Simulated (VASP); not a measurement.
# BeS (I-4m2) in VASP: further runs, part 2 of 2

VASP 6.6.1. The steps go on from the part before.

### 3 Single point, HSE06 (epitaxial xy strain -3.0%)

Input file POSCAR:

```
BeS
1.0
    0.0000000000      2.3612770434      2.4893639833
    2.3612770434      0.0000000000      2.4893639833
    2.3612770434      2.3612770434      0.0000000000
Be S
1 1
Direct
    0.0000000000      0.0000000000      0.0000000000
    0.2500000000      0.2500000000      0.2500000000
```

Input file INCAR.step1:

```
PREC     = Accurate       # precision mode
ENCUT    = 520            # plane-wave cutoff, eV
EDIFF    = 1E-5           # SCF threshold, eV
ISMEAR   = 0              # smearing method
SIGMA    = 0.01           # smearing width, eV
LREAL    = F              # projectors in reciprocal space
LASPH    = T              # aspherical terms in the spheres
NELM     = 80             # most SCF steps
ALGO     = Normal         # electronic algorithm
ISIF     = 2              # what is computed and relaxed
LWAVE    = T              # write WAVECAR
GGA      = PE             # functional
NBANDS   = 11             # bands
```

Input file INCAR.step2:

```
PREC     = Accurate       # precision mode
ENCUT    = 520            # plane-wave cutoff, eV
EDIFF    = 1E-6           # SCF threshold, eV
ISMEAR   = 0              # smearing method
SIGMA    = 0.01           # smearing width, eV
LREAL    = F              # projectors in reciprocal space
LASPH    = T              # aspherical terms in the spheres
NELM     = 80             # most SCF steps
ALGO     = Normal         # electronic algorithm
ISIF     = 2              # what is computed and relaxed
LWAVE    = F              # write WAVECAR
LCHARG   = T              # write CHGCAR
GGA      = PE             # functional
LHFCALC  = T              # exact exchange
HFSCREEN = 0.2079         # screening, 1/A
PRECFOCK = Normal       
LELF     = T              # ELF
LVHAR    = T            
ISTART   = 1            
NBANDS   = 11             # bands
```

Input file KPOINTS:

```
Automatic mesh
0
Gamma
  6 6 6
```

Potentials or basis: VASP PAW PBE potentials, release 64 (Be, S).

Started as:

```sh
cat potpaw_PBE.64/Be/POTCAR potpaw_PBE.64/S/POTCAR > POTCAR
cp INCAR.step1 INCAR
mpirun -np 1 vasp_std > vasp.out
cp INCAR.step2 INCAR
mpirun -np 1 vasp_std > vasp.out
```

OUTCAR:

```text
PREC = Accurate
   ENCUT = 520
   EDIFF = 1E-6
   ISMEAR = 0
   LREAL = F
   LASPH = T
   NELM = 80
   ISIF = 2
   GGA = PE
   LHFCALC = T
   HFSCREEN = 0.2079
   PRECFOCK = Normal
   ISTART = 1

 ion  position               nearest neighbor table
   1  0.000  0.000  0.000-   2 2.08   2 2.08   2 2.08   2 2.08
   2  0.250  0.250  0.250-   1 2.08   1 2.08   1 2.08   1 2.08

  LATTYP: Found a body centered tetragonal cell.
 ALAT       =     3.3393500193
 C/A-ratio  =     1.4909272576

  Lattice vectors:

 A1 = (  -2.3612770434,   0.0000000000,   2.4893639833)
 A2 = (   2.3612770434,   0.0000000000,   2.4893639833)
 A3 = (   0.0000000000,   2.3612770434,  -2.4893639833)

Analysis of symmetry for initial positions (statically):
=====================================================================
 Subroutine PRICEL returns:
 Original cell was already a primitive cell.

 Routine SETGRP: Setting up the symmetry group for a
 body centered tetragonal supercell.

 Subroutine GETGRP returns: Found  8 space group operations
 (whereof  8 operations were pure point group operations)
 out of a pool of 16 trial point group operations.

The static configuration has the point symmetry D_2d.

Analysis of symmetry for dynamics (positions and initial velocities):
=====================================================================
 Subroutine PRICEL returns:
 Original cell was already a primitive cell.

 Routine SETGRP: Setting up the symmetry group for a
 body centered tetragonal supercell.

 Subroutine GETGRP returns: Found  8 space group operations
 (whereof  8 operations were pure point group operations)
 out of a pool of 16 trial point group operations.

The dynamic configuration has the point symmetry D_2d.

 Subroutine INISYM returns: Found  8 space group operations
 (whereof  8 operations are pure point group operations),
 and found     1 'primitive' translations

----------------------------------------------------------------------------------------

                                     Primitive cell

  volume of cell :      27.7595

  direct lattice vectors                    reciprocal lattice vectors
     0.000000000  2.361277043  2.489363983    -0.211749825  0.211749825  0.200854517
     2.361277043  0.000000000  2.489363983     0.211749825 -0.211749825  0.200854517
     2.361277043  2.361277043  0.000000000     0.211749825  0.211749825 -0.200854517

  length of vectors
     3.431116774  3.431116774  3.339350019     0.360580800  0.360580800  0.360580800

  position of ions in fractional coordinates (direct lattice)
     0.000000000  0.000000000  0.000000000
     0.250000000  0.250000000  0.250000000

  ion indices of the primitive-cell ions
   primitive index   ion index
                 1           1
                 2           2

----------------------------------------------------------------------------------------

 KPOINTS: Automatic mesh

Automatic generation of k-mesh.
 Grid dimensions read from file:
 generate k-points for:    6    6    6

 Generating k-lattice:

  Cartesian coordinates                     Fractional coordinates (reciprocal lattice)
[... 49 lines left out ...]
   NGXF,Y,Z  is equivalent  to a cutoff of  27.13, 27.13, 27.88 a.u.
 SYSTEM =  unknown system
   PREC   = accura    normal or accurate (medium, high low for compatibility)
   ISTART =      1    job   : 0-new  1-cont  2-samecut
   ICHARG =      0    charge: 1-file 2-atom 10-const
   ISPIN  =      1    spin polarized calculation?
   LNONCOLLINEAR =      F non collinear calculations
   LSORBIT =      F    spin-orbit coupling
   LASPH  =      T    aspherical Exc in radial PAW
   ENCUT  =  520.0 eV  38.22 Ry    6.18 a.u.   6.38  6.38  6.21*2*pi/ulx,y,z
   NELM   =     80;   NELMIN=  2; NELMDL=  0     # of ELM steps
   EDIFF  = 0.1E-05   stopping-criterion for ELM
   LREAL  =      F    real-space projection
   EDIFFG = 0.1E-04   stopping-criterion for IOM
   NSW    =      0    number of steps for IOM
   IBRION =     -1    ionic relax: 0-MD 1-quasi-New 2-CG
   NFREE  =      0    steps in history (QN), initial steepest desc. (CG)
   ISIF   =      2    stress and relaxation
   ISYM   =      3    0-nonsym 1-usesym 2-fastsym
   POTIM  = 0.5000    time-step for ionic-motion
   TEBEG  =    0.0;   TEEND  =   0.0 temperature during run
   PSTRESS=    0.0 pullay stress
   NELECT =       8.0000    total number of electrons
   NUPDOWN=      -1.0000    fix difference up-down
   EMIN   =  10.00;   EMAX   =-10.00  energy-range for DOS
   EFERMI =   0.00;   METHOD = LEGACY
   ISMEAR =     0;   SIGMA  =   0.01  broadening in eV -4-tet -1-fermi 0-gaus
   EFERMI_NEDOS =   21; number of points for ismear=-14 and -15
   IALGO  =     38    algorithm
   IMIX   =      1    mixing-type and parameters
     AMIX     =   0.40;   BMIX     =  1.00
     AMIX_MAG =   1.60;   BMIX_MAG =  1.00
  volume/ion in A,a.u.               =      13.88        93.67
  Fermi-wavevector in a.u.,A,eV,Ry     =   1.081353  2.043460 15.909616  1.169324
  Thomas-Fermi vector in A             =   2.217367
   LORBIT       =      0    0 simple, 1 ext, 2 COOP (PROOUT), +10 PAW based schemes
   GGA     = PE    functional components
   LHFCALC =     T    Hartree Fock is set to
   PRECFOCK=normal    Normal, Fast or Accurate (Low or Medium for compatibility)
   ENCUT4O =  -1.0   cutoff for four orbital integrals eV
   NKREDX  =     1    reduce k-point grid by
   NKREDY  =     1    reduce k-point grid by
   NKREDZ  =     1    reduce k-point grid by
   AEXX    =    0.2500 exact exchange contribution
   HFSCREEN=    0.2079 screening length (either q_TF or 0.3 A-1)
   HFSCREENC=   0.2079 screening length for correlation (either q_TF or 0.3 A-1)
   ENCUTFOCK=  -1.0 apply spherical cutoff to Coloumb kernel
   IVDW    =     0    specifies the selected vdW correction
   LEPSILON=     F    determine dielectric tensor
   LRPA    =     F    only Hartree local field effects (RPA)
 non-spin polarized calculation
 Gauss-broadening in eV      SIGMA  =   0.01
  energy-cutoff  :      520.00
  volume of cell :       27.76
 maximum number of plane-waves:       762
 NGX is ok and might be reduce to    28
  NGX = 20; NGY = 20; NGZ = 20

 number of electron       8.0000001 magnetization

 Free energy of the ion-electron system (eV)
  ---------------------------------------------------
  ext. energy  EPLUGINS =         0.00000000
  ---------------------------------------------------
  free energy    TOTEN  =       -11.36334036 eV

  energy without entropy =      -11.36334036  energy(sigma->0) =      -11.36334036

 E-fermi :   4.0337     XC(G=0):  -8.1780

 val. band max:        3.9204680992   @ k =   0.0000   0.0000   0.0000
 cond. band min:       7.6556007914   @ k =   0.5000   0.0000   0.5000
 fundamental gap:      3.7351326922
 Fermi energy:         4.0336772984

 k-point     1 :       0.0000    0.0000    0.0000
  band No.  band energies     occupation
      1     -11.4756      2.00000
      2       3.5893      2.00000
      3       3.9205      2.00000
      4       3.9205      2.00000
      5      10.6628      0.00000
      6      10.6628      0.00000
      7      10.7243      0.00000
      8      11.0989      0.00000
      9      17.4387      0.00000
     10      18.7791      0.00000
     11      20.3152      0.00000
[... 309 lines left out ...]
 k-point    24 :       0.5000    0.0000    0.3333
  band No.  band energies     occupation
      1      -9.1010      2.00000
      2      -1.4163      2.00000
      3       0.1840      2.00000
      4       1.0514      2.00000
      5       8.7000      0.00000
      6      10.9802      0.00000
      7      15.6980      0.00000
      8      16.8560      0.00000
      9      19.8488      0.00000
     10      20.9744      0.00000
     11      22.5291      0.00000

 [... further k-points ...]

------------------------ aborting loop because EDIFF is reached ----------------------------------------

  FORCE on cell =-STRESS in cart. coord.  units (eV):
  Direction    XX          YY          ZZ          XY          YZ          ZX
  --------------------------------------------------------------------------------------
  -------------------------------------------------------------------------------------
  Total        0.8444614      0.8444614     -0.2074923      0.0000000     -0.0000000      0.0000000
  in kB       48.7391653     48.7391653    -11.9756847      0.0000000     -0.0000000      0.0000000
  external PRESSURE =      28.5008820 kB  Pullay stress =       0.0000000 kB

 VOLUME and BASIS-vectors are now :
 -----------------------------------------------------------------------------
  energy-cutoff  :      520.00
  volume of cell :       27.76
      direct lattice vectors                 reciprocal lattice vectors
     0.000000000  2.361277043  2.489363983    -0.211749825  0.211749825  0.200854517
     2.361277043  0.000000000  2.489363983     0.211749825 -0.211749825  0.200854517
     2.361277043  2.361277043  0.000000000     0.211749825  0.211749825 -0.200854517

 POSITION                                       TOTAL-FORCE (eV/Angst)
 -----------------------------------------------------------------------------------
      0.00000      0.00000      0.00000        -0.000000      0.000000     -0.000000
      1.18064      1.18064      1.24468         0.000000     -0.000000      0.000000
 -----------------------------------------------------------------------------------
    total drift:                                0.000000      0.000000      0.000000

  FREE ENERGIE OF THE ION-ELECTRON SYSTEM (eV)
  ---------------------------------------------------
  free  energy   TOTEN  =       -11.3633403645 eV

  energy  without entropy=      -11.3633403645  energy(sigma->0) =      -11.36334036
```

Run time: 18 min. Hardware: 1 thread of Intel Xeon 8259CL, shared host; peak memory 0.26 GiB.

Results:

- Free energy: -11.3633 eV
- Pressure: 2.9 GPa
- Band gap on the k mesh: 3.74 eV (least direct gap 6.74 eV)

Caveat: the cell differs from its parent crystal (epitaxial xy strain -3.0%); the PAW data sets were made with another functional, which shifts forces and pressure a little. A k mesh can miss the band edges.

### 4 Single point, HSE06 (epitaxial xy strain -2.0%)

Input file POSCAR:

```
BeS
1.0
    0.0000000000      2.3856201057      2.4713416898
    2.3856201057      0.0000000000      2.4713416898
    2.3856201057      2.3856201057      0.0000000000
Be S
1 1
Direct
    0.0000000000      0.0000000000      0.0000000000
    0.2500000000      0.2500000000      0.2500000000
```

Input file INCAR.step1:

```
SYSTEM = BeS
PREC     = Accurate       ! precision mode
ENCUT    = 520            ! plane-wave cutoff, eV
EDIFF    = 1E-5           ! SCF threshold, eV
ISMEAR   = 0              ! smearing method
SIGMA    = 0.01           ! smearing width, eV
LREAL    = .False.        ! projectors in reciprocal space
LASPH    = .True.         ! aspherical terms in the spheres
NELM     = 80             ! most SCF steps
ALGO     = Normal         ! electronic algorithm
ISIF     = 2              ! what is computed and relaxed
LWAVE    = .True.         ! write WAVECAR
LCHARG   = .False.        ! write CHGCAR
GGA      = PE             ! functional
NBANDS   = 11             ! bands
```

Input file INCAR.step2:

```
SYSTEM = BeS
PREC     = Accurate       ! precision mode
ENCUT    = 520            ! plane-wave cutoff, eV
EDIFF    = 1E-6           ! SCF threshold, eV
ISMEAR   = 0              ! smearing method
SIGMA    = 0.01           ! smearing width, eV
LREAL    = .False.        ! projectors in reciprocal space
LASPH    = .True.         ! aspherical terms in the spheres
NELM     = 80             ! most SCF steps
ALGO     = Normal         ! electronic algorithm
ISIF     = 2              ! what is computed and relaxed
LWAVE    = .False.        ! write WAVECAR
LCHARG   = .False.        ! write CHGCAR
GGA      = PE             ! functional
LHFCALC  = .True.         ! exact exchange
HFSCREEN = 0.2079         ! screening, 1/A
PRECFOCK = Normal       
ISTART   = 1            
NBANDS   = 11             ! bands
```

Input file KPOINTS:

```
Automatic mesh
0
Gamma
  6 6 6
  0 0 0
```

Potentials or basis: VASP PAW PBE potentials, release 64 (Be, S).

Started as:

```sh
cat potpaw_PBE.64/Be/POTCAR potpaw_PBE.64/S/POTCAR > POTCAR
cp INCAR.step1 INCAR
mpirun -np 1 vasp_std > vasp.out
cp INCAR.step2 INCAR
mpirun -np 1 vasp_std > vasp.out
```

OUTCAR:

```text
SYSTEM = BeS
   PREC = Accurate
   ENCUT = 520
   EDIFF = 1E-6
   ISMEAR = 0
   LREAL = .False.
   LASPH = .True.
   NELM = 80
   ISIF = 2
   GGA = PE
   LHFCALC = .True.
   HFSCREEN = 0.2079
   PRECFOCK = Normal
   ISTART = 1

 ion  position               nearest neighbor table
   1  0.000  0.000  0.000-   2 2.09   2 2.09   2 2.09   2 2.09
   2  0.250  0.250  0.250-   1 2.09   1 2.09   1 2.09   1 2.09

  LATTYP: Found a body centered tetragonal cell.
 ALAT       =     3.3737763082
 C/A-ratio  =     1.4650299629

  Lattice vectors:

 A1 = (  -2.3856201057,   0.0000000000,   2.4713416898)
 A2 = (   2.3856201057,   0.0000000000,   2.4713416898)
 A3 = (   0.0000000000,   2.3856201057,  -2.4713416898)

Analysis of symmetry for initial positions (statically):
=====================================================================
 Subroutine PRICEL returns:
 Original cell was already a primitive cell.

 Routine SETGRP: Setting up the symmetry group for a
 body centered tetragonal supercell.

 Subroutine GETGRP returns: Found  8 space group operations
 (whereof  8 operations were pure point group operations)
 out of a pool of 16 trial point group operations.

[... 183 lines left out ...]
      4       3.7377      2.00000
      5      10.5213      0.00000
      6      10.5213      0.00000
      7      10.5633      0.00000
      8      10.8471      0.00000
      9      17.5179      0.00000
     10      18.3891      0.00000
     11      20.0585      0.00000
[... 309 lines left out ...]
 k-point    24 :       0.5000    0.0000    0.3333
  band No.  band energies     occupation
      1      -9.2218      2.00000
      2      -1.5138      2.00000
      3       0.1072      2.00000
      4       0.9990      2.00000
      5       8.6226      0.00000
      6      10.8951      0.00000
      7      15.6905      0.00000
      8      16.4525      0.00000
      9      19.6852      0.00000
     10      20.7058      0.00000
     11      22.1488      0.00000

 [... further k-points ...]

------------------------ aborting loop because EDIFF is reached ----------------------------------------

  FORCE on cell =-STRESS in cart. coord.  units (eV):
  Direction    XX          YY          ZZ          XY          YZ          ZX
  --------------------------------------------------------------------------------------
  -------------------------------------------------------------------------------------
  Total        0.4832340      0.4832340     -0.2021322      0.0000000      0.0000000      0.0000000
  in kB       27.5234385     27.5234385    -11.5127946      0.0000000      0.0000000      0.0000000
  external PRESSURE =      14.5113608 kB  Pullay stress =       0.0000000 kB

 VOLUME and BASIS-vectors are now :
 -----------------------------------------------------------------------------
  energy-cutoff  :      520.00
  volume of cell :       28.13
      direct lattice vectors                 reciprocal lattice vectors
     0.000000000  2.385620106  2.471341690    -0.209589112  0.209589112  0.202319251
     2.385620106  0.000000000  2.471341690     0.209589112 -0.209589112  0.202319251
     2.385620106  2.385620106  0.000000000     0.209589112  0.209589112 -0.202319251

 POSITION                                       TOTAL-FORCE (eV/Angst)
 -----------------------------------------------------------------------------------
      0.00000      0.00000      0.00000         0.000000      0.000000      0.000000
      1.19281      1.19281      1.23567        -0.000000     -0.000000     -0.000000
 -----------------------------------------------------------------------------------
    total drift:                                0.000000      0.000000     -0.000000

  FREE ENERGIE OF THE ION-ELECTRON SYSTEM (eV)
  ---------------------------------------------------
  free  energy   TOTEN  =       -11.3785390758 eV

  energy  without entropy=      -11.3785390758  energy(sigma->0) =      -11.37853908
```

OUTCAR.step1:

```text
SYSTEM = BeS
   PREC = Accurate
   ENCUT = 520
   EDIFF = 1E-5
   ISMEAR = 0
   LREAL = .False.
   LASPH = .True.
[... 559 lines left out ...]
      0.00000      0.00000      0.00000         0.000000      0.000000     -0.000000
      1.19281      1.19281      1.23567        -0.000000     -0.000000      0.000000
 -----------------------------------------------------------------------------------
    total drift:                               -0.000000     -0.000000      0.000000

  FREE ENERGIE OF THE ION-ELECTRON SYSTEM (eV)
  ---------------------------------------------------
  free  energy   TOTEN  =        -9.9951459903 eV

  energy  without entropy=       -9.9951459903  energy(sigma->0) =       -9.99514599
```

OSZICAR.step1:

```text
N       E                     dE             d eps       ncg     rms          rms(c)
DAV:   1     0.201751764152E+02    0.20175E+02   -0.37935E+03   668   0.626E+02
DAV:   2    -0.909477912729E+01   -0.29270E+02   -0.28545E+02   893   0.118E+02
DAV:   3    -0.101720112951E+02   -0.10772E+01   -0.10755E+01   884   0.223E+01
DAV:   4    -0.101778066017E+02   -0.57953E-02   -0.57945E-02   826   0.189E+00
DAV:   5    -0.101778542269E+02   -0.47625E-04   -0.47625E-04   883   0.165E-01    0.577E+00
DAV:   6    -0.100372125308E+02    0.14064E+00   -0.11661E-01   776   0.166E+00    0.393E+00
DAV:   7    -0.999385510788E+01    0.43357E-01   -0.12450E-01   823   0.186E+00    0.990E-01
DAV:   8    -0.999501632745E+01   -0.11612E-02   -0.65878E-03   874   0.422E-01    0.151E-01
DAV:   9    -0.999510655130E+01   -0.90224E-04   -0.50378E-04   837   0.142E-01    0.318E-02
DAV:  10    -0.999513996631E+01   -0.33415E-04   -0.65200E-05   825   0.441E-02    0.101E-02
DAV:  11    -0.999514599031E+01   -0.60240E-05   -0.16750E-05   801   0.217E-02
   1 F= -.99951460E+01 E0= -.99951460E+01  d E =-.438015E-16
```

It took 19 min on 1 thread of Intel Xeon 8259CL, shared host; peak memory 0.26 GiB.

What came out:

```yaml
Free_energy: -11.3785 eV
Pressure: 1.5 GPa
Band_gap_on_the_k_mesh: 3.85 eV (least direct gap 6.78 eV)
```

Stress tensor (GPa, compression positive):
```
 2.75  0.00  0.00
 0.00  2.75  0.00
 0.00  0.00 -1.15
```

Caveat: the cell differs from its parent crystal (epitaxial xy strain -2.0%); the PAW data sets were made with another functional, which shifts forces and pressure a little. A k mesh can miss the band edges.

### 5 Summary

```tsv
cell	gap on the mesh (eV)	pressure (GPa)
a = 3.427, b = 3.427, c = 3.305 Å, angles 61.2, 61.2, 57.7°, 2 atoms	3.61	4.4
a = 3.431, b = 3.431, c = 3.339 Å, angles 60.9, 60.9, 58.2°, 2 atoms	3.74	2.9
a = 3.435, b = 3.435, c = 3.374 Å, angles 60.6, 60.6, 58.8°, 2 atoms	3.85	1.5
```

Alike in all rows: task single point; level HSE06; potentials or basis VASP PAW PBE potentials, release 64 (Be, S); no spin polarisation; k mesh 6 × 6 × 6; cutoff (eV) 520; smearing gaussian 0.01 eV.

Caveats: the PAW data sets were made with another functional, which shifts forces and pressure a little; the cell stands under pressure (at least some runs).

Total energies depend on the potentials used, so only differences within one code and one set of settings carry meaning.
